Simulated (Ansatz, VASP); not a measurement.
Ge in VASP and in Ansatz

The input INCAR:

```
SYSTEM = Ge
ALGO = Normal
EDIFF = 1E-6
ENCUT = 520
GGA = PE
ISIF = 2
ISMEAR = 0
LASPH = .True.
LCHARG = .True.
LELF = .True.
LREAL = .False.
LVHAR = .True.
LWAVE = .False.
NBANDS = 36
NELM = 100
PREC = Accurate
SIGMA = 0.1
```

KPOINTS

```
k-points
0
Gamma
  12 12 12
  0 0 0
```

The input POSCAR:

```
Ge
1.0
    0.0000000000      2.7935406070      5.2636100318
    2.5510296856      0.0000000000      5.2636100318
    2.5510296856      2.7935406070      0.0000000000
Ge
4
Direct
    0.7476650101      0.7476650101      0.2523349899
    0.2523349899      0.2523349899      0.7476650101
    0.2822555525      0.7177444475      0.2822555525
    0.7177444475      0.2822555525      0.7177444475
```

Input for Ansatz:

```yaml
crystal:
  lattice:
    - [0.0, 2.793540607, 5.2636100318]
    - [2.5510296856, 0.0, 5.2636100318]
    - [2.5510296856, 2.793540607, 0.0]
  atoms:
    - { symbol: Ge, position: [0.7476650101, 0.7476650101, 0.2523349899] }
    - { symbol: Ge, position: [0.2523349899, 0.2523349899, 0.7476650101] }
    - { symbol: Ge, position: [0.2822555525, 0.7177444475, 0.2822555525] }
    - { symbol: Ge, position: [0.7177444475, 0.2822555525, 0.7177444475] }
basis:
  ecutwfc: 420
kpoints:
  mp_grid: { grid: [12, 12, 12] }
hamiltonian:
  xc: pbe
scf:
  occupations: { method: gaussian, width: 0.1 }
output:
  forces: true
  stress: true
  eigenvalues: true
```

Alike in both runs: task single point; functional PBE; k mesh 12 × 12 × 12; occupations gaussian, width 0.1 eV; no spin polarisation.

```csv
,VASP,Ansatz
version,VASP 6.6.1,Ansatz 0.2.0
potentials or method,"VASP PAW PBE potentials, release 64 (Ge_d), cutoff 520 eV","scalar-relativistic, plane waves, PAW"
valence electrons in the cell,56,56
```

```csv
,VASP,Ansatz,Ansatz less VASP
gap on the k mesh at the Fermi level (eV),none,none,-
pressure (GPa),4.7,4.8,+0.03
"traceless stress, the component that is largest in VASP (GPa)",-5.72,-5.72,-0.007
rms of the force components (eV/Å),0.402,0.402,-0.0006
```

Atom by atom the forces differ by 0.001 eV/Å (rms over components). A gap of «none» marks a metal or a gap that the smearing closes. The functional is the same, so the differences come from potentials, cutoffs and numerics.
